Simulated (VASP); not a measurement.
# CdAu (Pm-3m) in VASP: single point with LDA

Aim: the single point of CdAu with LDA.

All numbers are computed with VASP 6.6.1; they aren't measurements. Logs are shortened: lines on timing, memory, paths and dates and some standing lists are left out, and cuts for length are marked.

## (1) The cell of the first run

The structure is cubic, space group Pm-3m (No. 221). The conventional cell has a = 3.280 Å, b = 3.280 Å, c = 3.280 Å, α = 90.00°, β = 90.00°, γ = 90.00°. Within 3.7 Å of Cd (site symmetry m-3m) lie 8 Au at 2.84 Å and 6 Cd at 3.28 Å. Au (site symmetry m-3m) has 8 Cd at 2.84 Å and 6 Au at 3.28 Å within 3.7 Å.

## (2) Single point, LDA

Contents of INCAR:

```
PREC = Accurate
ENCUT = 520
EDIFF = 1E-6
ISMEAR = -1
SIGMA = 0.05
LREAL = F
LASPH = T
NELM = 80
ALGO = Normal
ISIF = 2
LWAVE = F
LCHARG = F
GGA = CA
NBANDS = 18
```

Contents of KPOINTS:

```
regular mesh
0
Gamma
  13 13 13
```

Contents of POSCAR:

```
CdAu
1.0
    3.2800061539      0.0000000000      0.0000000000
    0.0000000000      3.2800061539      0.0000000000
    0.0000000000      0.0000000000      3.2800061539
Cd Au
1 1
Direct
    0.5000000000      0.5000000000      0.5000000000
    0.0000000000      0.0000000000      0.0000000000
```

Potentials or basis: VASP PAW LDA potentials, release 64 (Cd, Au).

The run is started by

```
$ cat potpaw_LDA.64/Cd/POTCAR potpaw_LDA.64/Au/POTCAR > POTCAR
$ mpirun -np 1 vasp_std > vasp.out
```

OUTCAR:

```text
PREC = Accurate
   ENCUT = 520
   EDIFF = 1E-6
   ISMEAR = -1
   LREAL = F
   LASPH = T
   NELM = 80
   ISIF = 2
   GGA = CA

 ion  position               nearest neighbor table
   1  0.500  0.500  0.500-   2 2.84   2 2.84   2 2.84   2 2.84   2 2.84   2 2.84   2 2.84   2 2.84

   2  0.000  0.000  0.000-   1 2.84   1 2.84   1 2.84   1 2.84   1 2.84   1 2.84   1 2.84   1 2.84

  LATTYP: Found a simple cubic cell.
 ALAT       =     3.2800061539

  Lattice vectors:

 A1 = (   3.2800061539,   0.0000000000,   0.0000000000)
 A2 = (   0.0000000000,   3.2800061539,   0.0000000000)
 A3 = (   0.0000000000,   0.0000000000,   3.2800061539)

Analysis of symmetry for initial positions (statically):
=====================================================================
 Subroutine PRICEL returns:
 Original cell was already a primitive cell.

 Routine SETGRP: Setting up the symmetry group for a
 simple cubic supercell.

 Subroutine GETGRP returns: Found 48 space group operations
 (whereof 48 operations were pure point group operations)
 out of a pool of 48 trial point group operations.

The static configuration has the point symmetry O_h .

Analysis of symmetry for dynamics (positions and initial velocities):
=====================================================================
 Subroutine PRICEL returns:
 Original cell was already a primitive cell.

 Routine SETGRP: Setting up the symmetry group for a
 simple cubic supercell.

 Subroutine GETGRP returns: Found 48 space group operations
 (whereof 48 operations were pure point group operations)
 out of a pool of 48 trial point group operations.

The dynamic configuration has the point symmetry O_h .

 Subroutine INISYM returns: Found 48 space group operations
 (whereof 48 operations are pure point group operations),
 and found     1 'primitive' translations

----------------------------------------------------------------------------------------

                                     Primitive cell

  volume of cell :      35.2878

  direct lattice vectors                    reciprocal lattice vectors
     3.280006154  0.000000000  0.000000000     0.304877477  0.000000000  0.000000000
     0.000000000  3.280006154  0.000000000     0.000000000  0.304877477  0.000000000
     0.000000000  0.000000000  3.280006154     0.000000000  0.000000000  0.304877477

  length of vectors
[... 71 lines left out ...]
   NGXF,Y,Z  is equivalent  to a cutoff of  24.33, 24.33, 24.33 a.u.
 SYSTEM =  unknown system
   PREC   = accura    normal or accurate (medium, high low for compatibility)
   ISTART =      0    job   : 0-new  1-cont  2-samecut
   ICHARG =      2    charge: 1-file 2-atom 10-const
   ISPIN  =      1    spin polarized calculation?
   LNONCOLLINEAR =      F non collinear calculations
   LSORBIT =      F    spin-orbit coupling
   LASPH  =      T    aspherical Exc in radial PAW
   ENCUT  =  520.0 eV  38.22 Ry    6.18 a.u.   6.10  6.10  6.10*2*pi/ulx,y,z
   NELM   =     80;   NELMIN=  2; NELMDL= -5     # of ELM steps
   EDIFF  = 0.1E-05   stopping-criterion for ELM
   LREAL  =      F    real-space projection
   EDIFFG = 0.1E-04   stopping-criterion for IOM
   NSW    =      0    number of steps for IOM
   IBRION =     -1    ionic relax: 0-MD 1-quasi-New 2-CG
   NFREE  =      0    steps in history (QN), initial steepest desc. (CG)
   ISIF   =      2    stress and relaxation
   ISYM   =      2    0-nonsym 1-usesym 2-fastsym
   POTIM  = 0.5000    time-step for ionic-motion
   TEBEG  =    0.0;   TEEND  =   0.0 temperature during run
   PSTRESS=    0.0 pullay stress
   NELECT =      23.0000    total number of electrons
   NUPDOWN=      -1.0000    fix difference up-down
   EMIN   =  10.00;   EMAX   =-10.00  energy-range for DOS
   EFERMI =   0.00;   METHOD = LEGACY
   ISMEAR =    -1;   SIGMA  =   0.05  broadening in eV -4-tet -1-fermi 0-gaus
   EFERMI_NEDOS =   21; number of points for ismear=-14 and -15
   IALGO  =     38    algorithm
   IMIX   =      4    mixing-type and parameters
     AMIX     =   0.40;   BMIX     =  1.00
     AMIX_MAG =   1.60;   BMIX_MAG =  1.00
  volume/ion in A,a.u.               =      17.64       119.07
  Fermi-wavevector in a.u.,A,eV,Ry     =   1.419415  2.682306 27.412195  2.014740
  Thomas-Fermi vector in A             =   2.540438
   LORBIT       =      0    0 simple, 1 ext, 2 COOP (PROOUT), +10 PAW based schemes
   GGA     = CA    functional components
   LHFCALC =     F    Hartree Fock is set to
   AEXX    =    0.0000 exact exchange contribution
   IVDW    =     0    specifies the selected vdW correction
   LEPSILON=     F    determine dielectric tensor
   LRPA    =     F    only Hartree local field effects (RPA)
 non-spin polarized calculation
  energy-cutoff  :      520.00
  volume of cell :       35.29
 maximum number of plane-waves:       964
   NGX = 13   NGY = 13   NGZ = 13

 number of electron      22.9999989 magnetization

 Free energy of the ion-electron system (eV)
  ---------------------------------------------------
  ext. energy  EPLUGINS =         0.00000000
  ---------------------------------------------------
  free energy    TOTEN  =        -6.31180545 eV

  energy without entropy =       -6.30567650  energy(sigma->0) =       -6.30874097

 E-fermi :   6.6637     XC(G=0): -12.6381

 val. band max:        6.6412476555   @ k =   0.3077   0.1538   0.0769
 cond. band min:       6.6824638784   @ k =   0.3846   0.3077   0.1538
 fundamental gap:      0.0412162230
 Fermi energy:         6.6636965352

 k-point     1 :       0.0000    0.0000    0.0000
  band No.  band energies     occupation
      1      -3.5155      2.00000
      2      -3.0480      2.00000
      3      -3.0480      2.00000
      4      -2.2069      2.00000
      5      -2.2069      2.00000
      6      -2.2069      2.00000
[... 481 lines left out ...]
      5      -2.0521      2.00000
      6       0.2177      2.00000
[... 10 lines left out ...]
     17      19.2364      0.00000
     18      20.0974      0.00000

 [... further k-points ...]
[... 5 lines left out ...]
  --------------------------------------------------------------------------------------
  -------------------------------------------------------------------------------------
  Total        0.2380037      0.2380037      0.2380037     -0.0000000     -0.0000000      0.0000000
  in kB       10.8061321     10.8061321     10.8061321     -0.0000000     -0.0000000      0.0000000
  external PRESSURE =      10.8061321 kB  Pullay stress =       0.0000000 kB

 VOLUME and BASIS-vectors are now :
 -----------------------------------------------------------------------------
  energy-cutoff  :      520.00
  volume of cell :       35.29
      direct lattice vectors                 reciprocal lattice vectors
     3.280006154  0.000000000  0.000000000     0.304877477  0.000000000  0.000000000
     0.000000000  3.280006154  0.000000000     0.000000000  0.304877477  0.000000000
     0.000000000  0.000000000  3.280006154     0.000000000  0.000000000  0.304877477

 POSITION                                       TOTAL-FORCE (eV/Angst)
 -----------------------------------------------------------------------------------
      1.64000      1.64000      1.64000         0.000000      0.000000      0.000000
      0.00000      0.00000      0.00000         0.000000      0.000000      0.000000
 -----------------------------------------------------------------------------------
    total drift:                                0.000000      0.000000     -0.000000

  FREE ENERGIE OF THE ION-ELECTRON SYSTEM (eV)
  ---------------------------------------------------
  free  energy   TOTEN  =        -6.3118054464 eV

  energy  without entropy=       -6.3056764979  energy(sigma->0) =       -6.30874097
```

Run time: 13 s. Hardware: 1 thread of Intel Xeon Platinum 8488C (Sapphire Rapids), shared host; peak memory 0.17 GiB.

Results:

```
Free energy : -6.3118 eV
Pressure    : 1.1 GPa
```

Levels at points of the mesh, in eV from the Fermi level:
```tsv
k point	band 7	band 8	band 9	band 10	band 11	band 12	band 13	band 14	band 15	band 16
(0.00, 0.00, 0.00)	-5.17	-5.17	-3.77	-3.77	-3.77	4.78	4.78	4.78	8.57	12.27
```

Caveat: spin-orbit coupling is left out, which moves the levels of the heavy elements.
